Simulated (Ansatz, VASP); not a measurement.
## MgO: VASP beside Ansatz

The input POSCAR:

```
MgO
1.0
    3.3077869865      0.0000000000      0.0000000000
   -1.6538934933      2.8646275606      0.0000000000
    0.0000000000      0.0000000000      4.9828816700
Mg O
2 2
Direct
    0.3333333300      0.6666666700      0.0021597400
    0.6666666700      0.3333333300      0.5021597400
    0.3333333300      0.6666666700      0.4024402600
    0.6666666700      0.3333333300      0.9024402600
```

The input INCAR.step1:

```
  PREC = Accurate
  ENCUT = 520
  ISMEAR = 0
  SIGMA = 0.05
  LREAL = False
  LASPH = True
  NELM = 100
  NBANDS = 16
  GGA = PE
  ALGO = Normal
  EDIFF = 1E-4
  LWAVE = True
  LCHARG = False
```

Contents of INCAR.step2:

```
  PREC = Accurate
  ENCUT = 520
  EDIFF = 1E-6
  ISMEAR = 0
  SIGMA = 0.05
  LREAL = False
  LASPH = True
  NELM = 100
  ALGO = Normal
  ISIF = 2
  LWAVE = False
  LCHARG = False
  METAGGA = R2SCAN
  LMIXTAU = True
  NBANDS = 16
  ISTART = 1
```

The input KPOINTS:

```
regular mesh
0
Gamma
  12 12 6
```

Input for Ansatz:

```yaml
crystal:
  lattice:
    - [3.3077869865, 0.0, 0.0]
    - [-1.6538934933, 2.8646275606, 0.0]
    - [0.0, 0.0, 4.98288167]
  atoms:
    - { symbol: Mg, position: [0.33333333, 0.66666667, 0.00215974] }
    - { symbol: Mg, position: [0.66666667, 0.33333333, 0.50215974] }
    - { symbol: O, position: [0.33333333, 0.66666667, 0.40244026] }
    - { symbol: O, position: [0.66666667, 0.33333333, 0.90244026] }
basis:
  ecutwfc: 500
  fft_grid_basis: typed
kpoints:
  mp_grid: { grid: [12, 12, 6] }
hamiltonian:
  xc: r2scan
scf:
  occupations: { method: gaussian, width: 0.05 }
output:
  forces: true
  stress: true
  eigenvalues: true
  bader: true
  write_density: true
  volumetric_format: npy
```

Alike in both runs: task single point; functional r2SCAN; k mesh 12 × 12 × 6; occupations gaussian, width 0.05 eV; no spin polarisation.

|  | VASP | Ansatz |
| --- | --- | --- |
| version | VASP 6.6.1 | Ansatz 0.2.0 |
| potentials or method | VASP PAW PBE potentials, release 64 (Mg, O), cutoff 520 eV | scalar-relativistic, plane waves, PAW |
| valence electrons in the cell | 16 | 32 |

Ansatz gave:

* gap on the k mesh at the Fermi level (eV): 4.14
* pressure (GPa): -0.6
* traceless stress, the component that is largest in VASP (GPa): 0.21
* rms of the force components (eV/Å): 0.015

Problem. Estimate VASP's values.

Solution. gap on the k mesh at the Fermi level (eV): 4.13; pressure (GPa): -1.1; traceless stress, the component that is largest in VASP (GPa): 0.27; rms of the force components (eV/Å): 0.016.

VASP's potentials were made for PBE, not for r2SCAN. Atom by atom the forces differ by 0.002 eV/Å (rms over components). The functional is the same, so the differences come from potentials, cutoffs and numerics. VASP's potentials hold 16 valence electrons a cell and Ansatz's 32, so a difference there can come from the potentials and not from the codes.
